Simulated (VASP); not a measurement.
Runs of VASP 6.6.1 on Mg2B3. The structure is that of space group P4_2/mcm (No. 132), or close to it. The cells are those of the table. 

```csv
task,cell,k mesh,cutoff (eV),gap on the mesh (eV),pressure (GPa),relaxed volume (Å³/atom),largest force (eV/Å)
relaxation of cell and atoms,"relaxed from a = 6.678, b = 6.678, c = 3.152 Å, 10 atoms",4 × 4 × 6,600,none,0.1,(b),0.02
single point,"a = 6.755, b = 6.755, c = 3.134 Å, 10 atoms",4 × 4 × 6,520,none,-0.1,-,-
single point,"a = 4.508, b = 4.508, c = 4.553 Å, 10 atoms",4 × 4 × 4,520,none,70.2,-,4.83
relaxation of cell and atoms,"relaxed from a = 4.508, b = 4.508, c = 4.553 Å, 10 atoms",4 × 4 × 4,600,none,-0.1,13.89,0.02
relaxation of cell and atoms,"relaxed from a = 6.755, b = 6.755, c = 3.134 Å, 10 atoms",6 × 6 × 12,600,none,-0.1,(a),-
single point,"a = 6.708, b = 6.708, c = 3.143 Å, 10 atoms",6 × 6 × 12,520,none,-0.2,-,0.01
single point,"a = 6.678, b = 6.678, c = 3.152 Å, 10 atoms",4 × 4 × 4,520,none,-0.2,-,0.01
```

Alike in all rows: level PBE; potentials or basis VASP PAW PBE potentials, release 64 (Mg, B); no spin polarisation; smearing gaussian 0.1 eV.

Task: Fill in the values left out.

Result: (a) 14.12; (b) 14.22.

Caveats: some runs use coarse meshes; forces of over 1 eV/Å act on the atoms, so gaps and moduli don't describe the material at rest (some runs); the volume moved by over 15 % at a fixed basis, so the end points are rough (some runs).

A gap of «none» marks levels without a gap at the run's occupations.
